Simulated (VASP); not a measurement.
A run of VASP 6.6.1 is set up as follows.

File POSCAR:

```
AlGaN2
1.0
    3.0466507372      0.0000000000      0.0000000000
    0.0000000000      3.0466507372      0.0000000000
    0.0000000000      0.0000000000      4.4901955091
Al Ga N
1 1 2
Direct
    0.5000000000      0.5000000000      0.5000000000
    0.0000000000      0.0000000000      0.0000000000
    0.5000000000      0.0000000000      0.7382648100
    0.0000000000      0.5000000000      0.2617351900
```

Contents of INCAR.step1:

```
SYSTEM = AlGaN2
PREC     = Accurate       ! precision mode
ENCUT    = 520            ! plane-wave cutoff, eV
ISMEAR   = 0              ! smearing method
SIGMA    = 0.05           ! smearing width, eV
LREAL    = .FALSE.        ! projectors in reciprocal space
LASPH    = .TRUE.         ! aspherical terms in the spheres
NELM     = 100            ! most SCF steps
NBANDS   = 21             ! bands
GGA      = PE             ! functional
ALGO     = Normal         ! electronic algorithm
EDIFF    = 1E-4           ! SCF threshold, eV
LWAVE    = .TRUE.         ! write WAVECAR
LCHARG   = .FALSE.        ! write CHGCAR
```

INCAR.step2

```
SYSTEM = AlGaN2
PREC     = Accurate       ! precision mode
ENCUT    = 520            ! plane-wave cutoff, eV
EDIFF    = 1E-7           ! SCF threshold, eV
ISMEAR   = 0              ! smearing method
SIGMA    = 0.05           ! smearing width, eV
LREAL    = .FALSE.        ! projectors in reciprocal space
LASPH    = .TRUE.         ! aspherical terms in the spheres
NELM     = 100            ! most SCF steps
ALGO     = Normal         ! electronic algorithm
ISIF     = 2              ! what is computed and relaxed
LWAVE    = .FALSE.        ! write WAVECAR
LCHARG   = .FALSE.        ! write CHGCAR
METAGGA  = R2SCAN         ! meta-GGA
LMIXTAU  = .TRUE.       
NBANDS   = 21             ! bands
ISTART   = 1
```

Contents of KPOINTS:

```
Automatic mesh
0
G
  8 8 6
  0 0 0
```

Potentials or basis: VASP PAW PBE potentials, release 64 (Al, Ga_d, N).

Launch:

```sh
$ cat potpaw_PBE.64/Al/POTCAR potpaw_PBE.64/Ga_d/POTCAR potpaw_PBE.64/N/POTCAR > POTCAR
$ cp INCAR.step1 INCAR
$ mpirun -np 1 vasp_std > vasp.out
$ cp INCAR.step2 INCAR
$ mpirun -np 1 vasp_std > vasp.out
```

Question: What does it give for the pressure?

Answer: 10.2 GPa.

Question: What does it give for the largest force?

Answer: 0.082 eV/Å.

Question: What does it give for the band gap on the k mesh?

Answer: 3.64 eV, direct.

Forces in eV/Å, atoms in the order of the input:
```
Al   0.000  0.000  0.000
Ga   0.000  0.000  0.000
N    0.000  0.000  0.082
N    0.000  0.000 -0.082
```

Caveat: the cell differs from its parent crystal (strain -0.030 along x and y, +0.015 along z); the PAW data sets were made with another functional, which shifts forces and pressure a little. A k mesh can miss the band edges.
